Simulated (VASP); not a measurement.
# ZrNbSe3 (P6/mmm) in VASP: notebook

Runs on ZrNbSe3. Level: PBE. Tasks: single point.

Everything below comes from runs of VASP 6.6.1. Logs are shortened: lines on timing, memory, paths and dates and some standing lists are left out, and cuts for length are marked.

**1. The cell of the first run**

The structure is hexagonal, space group P6/mmm (No. 191). The conventional cell has a = 6.147 Å, b = 6.147 Å, c = 7.510 Å, α = 90.00°, β = 90.00°, γ = 120.00°. Zr (site symmetry 6/mmm) has 6 Se at 3.07 Å and 2 Nb at 3.75 Å within 4.0 Å. Nb (site symmetry 6/mmm) has 2 Zr at 3.75 Å and 12 Se at 4.85 Å within 4.9 Å. Within 4.0 Å of Se (site symmetry mmm) lie 4 Se at 3.07 Å and 2 Zr at 3.07 Å.

The cell was generated, and may not be a known phase.

**2. Single point, PBE, collinear spin**

INCAR reads:

```
PREC     = Accurate       # precision mode
ENCUT    = 520            # plane-wave cutoff, eV
EDIFF    = 1E-7           # SCF threshold, eV
ISMEAR   = 0              # smearing method
SIGMA    = 0.1            # smearing width, eV
LREAL    = False          # projectors in reciprocal space
LASPH    = True           # aspherical terms in the spheres
NELM     = 150            # most SCF steps
ALGO     = Normal         # electronic algorithm
ISIF     = 2              # what is computed and relaxed
LWAVE    = False          # write WAVECAR
LCHARG   = False          # write CHGCAR
ISPIN    = 2              # spin polarisation
MAGMOM   = 0.36 3.71 -0.05 -0.05 -0.05 # initial moments
LORBIT   = 11             # projections on sites
LMAXMIX  = 4              # l up to which the mixer works
GGA      = PE             # functional
NBANDS   = 34             # bands
```

KPOINTS reads:

```
Automatic mesh
0
Gamma
  3 3 2
```

POSCAR reads:

```
ZrNbSe3
1.0
    6.1471030800      0.0000000000      0.0000000000
   -3.0735515400      5.3235474200      0.0000000000
    0.0000000000      0.0000000000      7.5096528400
Zr Nb Se
1 1 3
Direct
    0.0000000000      0.0000000000      0.0000000000
    0.0000000000      0.0000000000      0.5000000000
    0.5000000000      0.0000000000      0.0000000000
    0.0000000000      0.5000000000      0.0000000000
    0.5000000000      0.5000000000      0.0000000000
```

Potentials or basis: VASP PAW PBE potentials, release 64 (Zr_sv, Nb_sv, Se).

Command:

```
$ cat potpaw_PBE.64/Zr_sv/POTCAR potpaw_PBE.64/Nb_sv/POTCAR potpaw_PBE.64/Se/POTCAR > POTCAR
$ mpirun -np 1 vasp_std > vasp.out
```

OUTCAR:

```text
PREC = Accurate
   ENCUT = 520
   EDIFF = 1E-7
   ISMEAR = 0
   LREAL = False
   LASPH = True
   NELM = 150
   ISIF = 2
   ISPIN = 2
   LORBIT = 11
   GGA = PE

 ion  position               nearest neighbor table
   1  0.000  0.000  0.000-   4 3.07   5 3.07   4 3.07   5 3.07   3 3.07   3 3.07
   2  0.000  0.000  0.500-
   3  0.500  0.000  0.000-   1 3.07   1 3.07
   4  0.000  0.500  0.000-   1 3.07   1 3.07
   5  0.500  0.500  0.000-   1 3.07   1 3.07

  LATTYP: Found a hexagonal cell.
 ALAT       =     6.1471030800
 C/A-ratio  =     1.2216572168

  Lattice vectors:

 A1 = (   6.1471030800,   0.0000000000,   0.0000000000)
 A2 = (  -3.0735515400,   5.3235474200,   0.0000000000)
 A3 = (   0.0000000000,   0.0000000000,   7.5096528400)

Analysis of symmetry for initial positions (statically):
=====================================================================
 Subroutine PRICEL returns:
 Original cell was already a primitive cell.

 Routine SETGRP: Setting up the symmetry group for a
 hexagonal supercell.

 Subroutine GETGRP returns: Found 24 space group operations
 (whereof 24 operations were pure point group operations)
 out of a pool of 24 trial point group operations.

The static configuration has the point symmetry D_6h.

Analysis of symmetry for dynamics (positions and initial velocities):
=====================================================================
 Subroutine PRICEL returns:
 Original cell was already a primitive cell.

 Routine SETGRP: Setting up the symmetry group for a
 hexagonal supercell.

 Subroutine GETGRP returns: Found 24 space group operations
 (whereof 24 operations were pure point group operations)
 out of a pool of 24 trial point group operations.

The dynamic configuration has the point symmetry D_6h.

Analysis of structural, dynamic, and magnetic symmetry:
=====================================================================
 Subroutine PRICEL returns:
 Original cell was already a primitive cell.

 Routine SETGRP: Setting up the symmetry group for a
 hexagonal supercell.

 Subroutine GETGRP returns: Found 24 space group operations
 (whereof 24 operations were pure point group operations)
 out of a pool of 24 trial point group operations.

The overall configuration has the point symmetry D_6h.

 Subroutine INISYM returns: Found 24 space group operations
 (whereof 24 operations are pure point group operations),
 and found     1 'primitive' translations

----------------------------------------------------------------------------------------

                                     Primitive cell

  volume of cell :     245.7488

  direct lattice vectors                    reciprocal lattice vectors
     6.147103080  0.000000000  0.000000000     0.162678255  0.093922334  0.000000000
    -3.073551540  5.323547420  0.000000000     0.000000000  0.187844668  0.000000000
     0.000000000  0.000000000  7.509652840     0.000000000  0.000000000  0.133161948

  length of vectors
     6.147103080  6.147103074  7.509652840     0.187844668  0.187844668  0.133161948

  position of ions in fractional coordinates (direct lattice)
     0.000000000  0.000000000  0.000000000
     0.000000000  0.000000000  0.500000000
     0.500000000  0.000000000  0.000000000
     0.000000000  0.500000000  0.000000000
     0.500000000  0.500000000  0.000000000

  ion indices of the primitive-cell ions
   primitive index   ion index
                 1           1
                 2           2
                 3           3
                 4           4
                 5           5

----------------------------------------------------------------------------------------

 KPOINTS: Automatic mesh

Automatic generation of k-mesh.
 Grid dimensions read from file:
 generate k-points for:    3    3    2

 Generating k-lattice:

  Cartesian coordinates                     Fractional coordinates (reciprocal lattice)
     0.054226085  0.031307445  0.000000000     0.333333333  0.000000000  0.000000000
     0.000000000  0.062614889  0.000000000     0.000000000  0.333333333  0.000000000
     0.000000000  0.000000000  0.066580974     0.000000000  0.000000000  0.500000000

  Length of vectors
     0.062614889  0.062614889  0.066580974

  Shift w.r.t. Gamma in fractional coordinates (k-lattice)
     0.000000000  0.000000000  0.000000000

 Subroutine IBZKPT returns following result:
 ===========================================

 Found      6 irreducible k-points:

 Following reciprocal coordinates:
            Coordinates               Weight
  0.000000  0.000000  0.000000      1.000000
  0.333333  0.000000  0.000000      6.000000
  0.333333  0.333333  0.000000      2.000000
  0.000000  0.000000  0.500000      1.000000
  0.333333  0.000000  0.500000      6.000000
  0.333333  0.333333  0.500000      2.000000
   k-points           NKPTS =      6   k-points in BZ     NKDIM =      6   number of bands    NBANDS=     34
   number of dos      NEDOS =    301   number of ions     NIONS =      5
   total plane-waves  NPLWV = 129024
   dimension x,y,z NGX =    48 NGY =   48 NGZ =   56
   dimension x,y,z NGXF=    96 NGYF=   96 NGZF=  112
   ions per type =               1   1   3
   NGX,Y,Z   is equivalent  to a cutoff of  12.98, 12.98, 12.40 a.u.
   NGXF,Y,Z  is equivalent  to a cutoff of  25.96, 25.96, 24.79 a.u.
 SYSTEM =  unknown system
   PREC   = accura    normal or accurate (medium, high low for compatibility)
   ISTART =      0    job   : 0-new  1-cont  2-samecut
   ICHARG =      2    charge: 1-file 2-atom 10-const
   ISPIN  =      2    spin polarized calculation?
   LNONCOLLINEAR =      F non collinear calculations
   LSORBIT =      F    spin-orbit coupling
   LASPH  =      T    aspherical Exc in radial PAW
   ENCUT  =  520.0 eV  38.22 Ry    6.18 a.u.  11.43 11.43 13.96*2*pi/ulx,y,z
   NELM   =    150;   NELMIN=  2; NELMDL= -5     # of ELM steps
   EDIFF  = 0.1E-06   stopping-criterion for ELM
   LREAL  =      F    real-space projection
   EDIFFG = 0.1E-05   stopping-criterion for IOM
   NSW    =      0    number of steps for IOM
   IBRION =     -1    ionic relax: 0-MD 1-quasi-New 2-CG
   NFREE  =      0    steps in history (QN), initial steepest desc. (CG)
   ISIF   =      2    stress and relaxation
   ISYM   =      2    0-nonsym 1-usesym 2-fastsym
   POTIM  = 0.5000    time-step for ionic-motion
   TEBEG  =    0.0;   TEEND  =   0.0 temperature during run
   PSTRESS=    0.0 pullay stress
   NELECT =      43.0000    total number of electrons
   NUPDOWN=      -1.0000    fix difference up-down
   EMIN   =  10.00;   EMAX   =-10.00  energy-range for DOS
   EFERMI =   0.00;   METHOD = LEGACY
   ISMEAR =     0;   SIGMA  =   0.10  broadening in eV -4-tet -1-fermi 0-gaus
   EFERMI_NEDOS =   21; number of points for ismear=-14 and -15
   IALGO  =     38    algorithm
   IMIX   =      4    mixing-type and parameters
     AMIX     =   0.40;   BMIX     =  1.00
     AMIX_MAG =   1.60;   BMIX_MAG =  1.00
  volume/ion in A,a.u.               =      49.15       331.68
  Fermi-wavevector in a.u.,A,eV,Ry     =   0.915659  1.730345 11.407555  0.838432
  Thomas-Fermi vector in A             =   2.040426
   LORBIT       =     11    0 simple, 1 ext, 2 COOP (PROOUT), +10 PAW based schemes
   GGA     = PE    functional components
   LHFCALC =     F    Hartree Fock is set to
   AEXX    =    0.0000 exact exchange contribution
   IVDW    =     0    specifies the selected vdW correction
   LEPSILON=     F    determine dielectric tensor
   LRPA    =     F    only Hartree local field effects (RPA)
 spin polarized calculation
 Gauss-broadening in eV      SIGMA  =   0.10
  energy-cutoff  :      520.00
  volume of cell :      245.75
 maximum number of plane-waves:      6664
 NGX is ok and might be reduce to    48
   NGX = 23   NGY = 23   NGZ = 27

 number of electron      42.9999997 magnetization       4.5485757

 Free energy of the ion-electron system (eV)
  ---------------------------------------------------
  ext. energy  EPLUGINS =         0.00000000
  ---------------------------------------------------
  free energy    TOTEN  =       -22.72897305 eV

  energy without entropy =      -22.62613612  energy(sigma->0) =      -22.67755458

 E-fermi :   0.4960     XC(G=0):  -6.6872

 val. band max:        0.4923595974   @ k =   0.0000   0.0000   0.5000
 cond. band min:       0.4969410399   @ k =   0.3333   0.0000   0.5000
 fundamental gap:      0.0045814425
 Fermi energy:         0.4960321530

 spin component 1

 k-point     1 :       0.0000    0.0000    0.0000
  band No.  band energies     occupation
      1     -54.9974      1.00000
      2     -50.1279      1.00000
      3     -31.2173      1.00000
      4     -31.1844      1.00000
      5     -31.1844      1.00000
      6     -28.0637      1.00000
[... 205 lines left out ...]
     32       3.8005      0.00000
     33       3.8005      0.00000
 Fermi energy:         0.4960321530

 spin component 2

 k-point     1 :       0.0000    0.0000    0.0000
  band No.  band energies     occupation
      1     -53.2136      1.00000
      2     -49.9323      1.00000
      3     -29.3184      1.00000
      4     -29.0737      1.00000
      5     -29.0737      1.00000
      6     -27.8942      1.00000
[... 205 lines left out ...]
     32       4.9660      0.00000
     33       4.9660      0.00000
 [bands above 33 left out]

------------------------ aborting loop because EDIFF is reached ----------------------------------------

  FORCE on cell =-STRESS in cart. coord.  units (eV):
  Direction    XX          YY          ZZ          XY          YZ          ZX
  --------------------------------------------------------------------------------------
  -------------------------------------------------------------------------------------
  Total      -10.4290005    -10.4290004     -6.5093123      0.0000000      0.0000000      0.0000000
  in kB      -67.9926214    -67.9926212    -42.4379316      0.0000000      0.0000000      0.0000000
  external PRESSURE =     -59.4743914 kB  Pullay stress =       0.0000000 kB

 VOLUME and BASIS-vectors are now :
 -----------------------------------------------------------------------------
  energy-cutoff  :      520.00
  volume of cell :      245.75
      direct lattice vectors                 reciprocal lattice vectors
     6.147103080  0.000000000  0.000000000     0.162678255  0.093922334  0.000000000
    -3.073551540  5.323547420  0.000000000     0.000000000  0.187844668  0.000000000
     0.000000000  0.000000000  7.509652840     0.000000000  0.000000000  0.133161948

 POSITION                                       TOTAL-FORCE (eV/Angst)
 -----------------------------------------------------------------------------------
      0.00000      0.00000      0.00000         0.000000      0.000000      0.000000
      0.00000      0.00000      3.75483         0.000000      0.000000      0.000000
      3.07355      0.00000      0.00000        -0.000000      0.000000      0.000000
     -1.53678      2.66177      0.00000        -0.000000      0.000000      0.000000
      1.53678      2.66177      0.00000        -0.000000      0.000000      0.000000
 -----------------------------------------------------------------------------------
    total drift:                               -0.000000      0.000000      0.000000

  FREE ENERGIE OF THE ION-ELECTRON SYSTEM (eV)
  ---------------------------------------------------
  free  energy   TOTEN  =       -22.7289730519 eV

  energy  without entropy=      -22.6261361154  energy(sigma->0) =      -22.67755458

 total charge

# of ion       s       p       d       tot
------------------------------------------
    1        2.141   5.927   1.365   9.433
    2        2.155   5.866   2.595  10.616
    3        1.504   2.146   0.020   3.670
    4        1.504   2.146   0.020   3.670
    5        1.504   2.146   0.020   3.670
--------------------------------------------------
tot          8.807  18.232   4.020  31.058

 magnetization (x)

# of ion       s       p       d       tot
------------------------------------------
    1        0.019   0.007   0.286   0.312
    2        0.113   0.016   2.512   2.641
    3       -0.001  -0.037   0.000  -0.038
    4       -0.001  -0.037   0.000  -0.038
    5       -0.001  -0.037   0.000  -0.038
--------------------------------------------------
tot          0.128  -0.089   2.799   2.839
```

It took 5.6 min on 1 thread of Intel Xeon Platinum 8488C (Sapphire Rapids), shared host; peak memory 0.47 GiB.

Results:

```yaml
Free_energy: -22.7290 eV
Pressure: -5.9 GPa
Net_moment: 4.55 μB per cell
Site_moments: Zr +0.31; Nb +2.64; Se -0.04 μB
Valence_electrons_inside_the_program's_atomic_spheres: Zr 9.43; Nb 10.62; Se 3.67
```

Stress tensor (GPa, compression positive):
```
-6.80  0.00  0.00
 0.00 -6.80  0.00
 0.00  0.00 -4.24
```

Caveat: the k points lie up to 0.42 Å⁻¹ apart.

**3. Single point, PBE, collinear spin**

This run uses another cell than the first one, of 29.75 Å³/atom.

INCAR reads:

```
SYSTEM = ZrNbSe3
  PREC = Accurate
  ENCUT = 520
  EDIFF = 1E-6
  ISMEAR = 0
  SIGMA = 0.1
  LREAL = .False.
  LASPH = .True.
  NELM = 150
  ALGO = Normal
  ISIF = 2
  LWAVE = .False.
  LCHARG = .False.
  ISPIN = 2
  MAGMOM = 0.45 2.66 0 0 0
  LORBIT = 11
  LMAXMIX = 4
  GGA = PE
  NBANDS = 34
```

KPOINTS reads:

```
regular mesh
0
Gamma
  6 6 4
  0 0 0
```

Edit POSCAR of step 2 so:

```diff
@@ -2,5 +2,5 @@
 1.0
-    6.1471030800      0.0000000000      0.0000000000
-   -3.0735515400      5.3235474200      0.0000000000
-    0.0000000000      0.0000000000      7.5096528400
+    5.6785659342      0.0000000000      0.0000000000
+   -2.8392829671      4.9177823561      0.0000000000
+    0.0000000000      0.0000000000      5.3259255628
 Zr Nb Se
```

Potentials or basis: VASP PAW PBE potentials, release 64 (Zr_sv, Nb_sv, Se).

Command:

```
$ cat potpaw_PBE.64/Zr_sv/POTCAR potpaw_PBE.64/Nb_sv/POTCAR potpaw_PBE.64/Se/POTCAR > POTCAR
$ mpirun -np 1 vasp_std > vasp.out
```

OUTCAR:

```text
SYSTEM = ZrNbSe3
   PREC = Accurate
   ENCUT = 520
   EDIFF = 1E-6
   ISMEAR = 0
   LREAL = .False.
   LASPH = .True.
   NELM = 150
   ISIF = 2
   ISPIN = 2
   LORBIT = 11
   GGA = PE

 ion  position               nearest neighbor table
   1  0.000  0.000  0.000-   2 2.66   2 2.66   3 2.84   3 2.84   4 2.84   4 2.84   5 2.84   5 2.84

   2  0.000  0.000  0.500-   1 2.66   1 2.66
   3  0.500  0.000  0.000-   1 2.84   1 2.84
   4  0.000  0.500  0.000-   1 2.84   1 2.84
   5  0.500  0.500  0.000-   1 2.84   1 2.84

  LATTYP: Found a hexagonal cell.
 ALAT       =     5.6785659342
 C/A-ratio  =     0.9378997487

  Lattice vectors:

 A1 = (   5.6785659342,   0.0000000000,   0.0000000000)
 A2 = (  -2.8392829671,   4.9177823561,   0.0000000000)
 A3 = (   0.0000000000,   0.0000000000,   5.3259255628)

Analysis of symmetry for initial positions (statically):
[... 1718 lines left out ...]
  --------------------------------------------------------------------------------------
  -------------------------------------------------------------------------------------
  Total        0.0682629      0.0682629     -0.2529395      0.0000000     -0.0000000      0.0000000
  in kB        0.7353468      0.7353468     -2.7247344      0.0000000     -0.0000000      0.0000000
  external PRESSURE =      -0.4180136 kB  Pullay stress =       0.0000000 kB

 VOLUME and BASIS-vectors are now :
 -----------------------------------------------------------------------------
  energy-cutoff  :      520.00
  volume of cell :      148.73
      direct lattice vectors                 reciprocal lattice vectors
     5.678565934  0.000000000  0.000000000     0.176100799  0.101671844  0.000000000
    -2.839282967  4.917782356  0.000000000     0.000000000  0.203343688  0.000000000
     0.000000000  0.000000000  5.325925563     0.000000000  0.000000000  0.187760792

 POSITION                                       TOTAL-FORCE (eV/Angst)
 -----------------------------------------------------------------------------------
      0.00000      0.00000      0.00000         0.000000      0.000000      0.000000
      0.00000      0.00000      2.66296         0.000000      0.000000      0.000000
      2.83928      0.00000      0.00000        -0.000000      0.000000      0.000000
     -1.41964      2.45889      0.00000        -0.000000      0.000000      0.000000
      1.41964      2.45889      0.00000         0.000000      0.000000      0.000000
 -----------------------------------------------------------------------------------
    total drift:                                0.000000     -0.000000     -0.000000

  FREE ENERGIE OF THE ION-ELECTRON SYSTEM (eV)
  ---------------------------------------------------
  free  energy   TOTEN  =       -25.7181291281 eV

  energy  without entropy=      -25.6797121022  energy(sigma->0) =      -25.69892062

 total charge

# of ion       s       p       d       tot
------------------------------------------
    1        2.169   5.946   1.793   9.908
    2        2.145   5.880   2.769  10.793
    3        1.507   2.200   0.045   3.752
    4        1.507   2.200   0.045   3.752
    5        1.507   2.200   0.045   3.752
--------------------------------------------------
tot          8.836  18.424   4.697  31.958

 magnetization (x)

# of ion       s       p       d       tot
------------------------------------------
    1        0.001   0.013   0.054   0.067
    2        0.044   0.011   1.957   2.012
    3        0.005   0.022   0.002   0.029
    4        0.005   0.022   0.002   0.029
    5        0.005   0.022   0.002   0.029
--------------------------------------------------
tot          0.060   0.089   2.017   2.167
```

stdout:

```text
POSCAR found type information on POSCAR ZrNbSe
 POSCAR found :  3 types and       5 ions
 scaLAPACK will be used
 LDA part: xc-table for (Slater+PW92), standard interpolation
 POSCAR, INCAR and KPOINTS ok, starting setup
 FFT: planning ... GRIDC
 FFT: planning ... GRID_SOFT
 FFT: planning ... GRID
 WAVECAR not read
 entering main loop
```

It took 3.1 min on 1 thread of Intel Xeon Platinum 8488C (Sapphire Rapids), shared host; peak memory 0.39 GiB.

What came out:

- Free energy: -25.7181 eV
- Pressure: 0.0 GPa
- Net moment: 3.23 μB per cell
- Site moments: Zr +0.07; Nb +2.01; Se +0.03 μB
- Valence electrons inside the program's atomic spheres: Zr 9.91; Nb 10.79; Se 3.75

Levels at points of the mesh, in eV from the Fermi level:
Spin up:
```csv
k point,band 21,band 22,band 23,band 24,band 25,band 26
"(0.00, 0.00, 0.00)",-0.97,-0.37,-0.37,0.77,1.52,1.52
"(0.50, 0.00, 0.00)",-0.62,-0.52,-0.30,0.02,0.24,1.70
"(0.00, 0.00, 0.50)",-0.26,-0.06,0.41,0.41,0.55,0.78
"(0.50, 0.00, 0.50)",-0.36,-0.21,-0.17,0.03,0.65,0.80
```
Spin down:
| k point | band 18 | band 19 | band 20 | band 21 | band 22 | band 23 |
| --- | --- | --- | --- | --- | --- | --- |
| (0.00, 0.00, 0.00) | -1.28 | -1.06 | -1.06 | 0.25 | 0.78 | 1.10 |
| (0.50, 0.00, 0.00) | -2.26 | -2.18 | -2.06 | 0.25 | 0.30 | 0.97 |
| (0.00, 0.00, 0.50) | 0.03 | 0.03 | 0.79 | 0.88 | 1.21 | 1.37 |
| (0.50, 0.00, 0.50) | -2.05 | -1.93 | 0.95 | 0.96 | 0.99 | 1.27 |
